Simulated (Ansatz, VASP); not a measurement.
One calculation of ZnS, two programs

```
CELL_PARAMETERS angstrom
5.38903 0.00000 0.00000
0.00000 -5.38903 0.00000
0.00000 0.00000 -5.38903
ATOMIC_POSITIONS crystal
Zn 0.01931 0.87403 0.04525
Zn 0.42681 0.48835 0.09054
Zn 0.55986 0.13269 0.52878
Zn 0.05415 0.60827 0.37218
S 0.66513 0.72307 0.73097
S 0.22597 0.22701 0.77034
S 0.26958 0.70827 0.23900
S 0.77920 0.23831 0.22296
```

Change from the starting cell: all atoms moved at random (sigma 0.3 Å a component).

Alike in both runs: task single point; functional r2SCAN; k mesh 4 × 4 × 4; occupations gaussian, width 0.05 eV; no spin polarisation.

|  | VASP | Ansatz |
| --- | --- | --- |
| version | VASP 6.6.1 | Ansatz 0.2.0 |
| potentials or method | VASP PAW PBE potentials, release 64 (Zn, S), cutoff 520 eV | scalar-relativistic, plane waves, PAW |
| valence electrons in the cell | 72 | 72 |

VASP gave:

* gap on the k mesh at the Fermi level (eV): 1.25
* least direct gap on the mesh (eV): 1.40
* rms of the force components (eV/Å): 14.830

What did Ansatz give for the same quantities?

gap on the k mesh at the Fermi level (eV): 1.27; least direct gap on the mesh (eV): 1.41; rms of the force components (eV/Å): 13.779.

VASP's potentials were made for PBE, not for r2SCAN. Atom by atom the forces differ by 1.071 eV/Å (rms over components).
